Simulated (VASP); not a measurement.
Set up this calculation in VASP 6.6.1, as the native input.

- Task: single point
- Functional: PBE
- Dispersion: D3(BJ)
- Potentials or basis: VASP PAW PBE potentials, release 64 (Sn_d, Se)
- Cutoff: 500 eV
- k mesh: 12 × 12 × 6
- Occupations: gaussian, width 0.03 eV
- Spin: no spin polarisation
- Dipole correction: no
- Further INCAR settings: ALGO = Normal; EDIFF = 1e-06; NBANDS = 20

The structure of SnSe2 lies in POSCAR:

```
SnSe2
1.0
    3.5517873689      0.0000000000      0.0000000000
   -1.7758936845      3.0759380903      0.0000000000
    0.0000000000      0.0000000000      6.2756531022
Sn Se
1 2
Direct
    0.0000000000      0.0000000000      0.0000000000
    0.3333333333      0.6666666667      0.2651331237
    0.6666666667      0.3333333333      0.7348668763
```

The input as run:

INCAR

```
SYSTEM = SnSe2
PREC = Accurate ; ENCUT = 500
EDIFF = 1E-6 ; ISMEAR = 0
SIGMA = 0.03 ; LREAL = .False.
LASPH = .True. ; NELM = 120
ALGO = Normal ; ISIF = 2
LWAVE = .False. ; LCHARG = .False.
GGA = PE ; IVDW = 12
NBANDS = 20 ; GGA_COMPAT = .False.
```

KPOINTS

```
regular mesh
0
Gamma
  12 12 6
  0 0 0
```

Potentials or basis: VASP PAW PBE potentials, release 64 (Sn_d, Se).

The run is started by

```sh
$ cat potpaw_PBE.64/Sn_d/POTCAR potpaw_PBE.64/Se/POTCAR > POTCAR
$ mpirun -np 1 vasp_std > vasp.out
```

Results of the run:

* Pressure: 9.9 GPa
* Largest force: 0.285 eV/Å
* Band gap on the k mesh: 0.05 eV (least direct gap 1.00 eV)
* Dispersion energy per atom: -0.408 eV

Caveat: the cell stands under pressure; spin-orbit coupling is left out, which moves the levels of the heavy elements.

It took 98 s on 1 thread of Intel(R) Xeon(R) Platinum 8488C (Sapphire Rapids), on a shared host, peak memory 0.28 GiB.
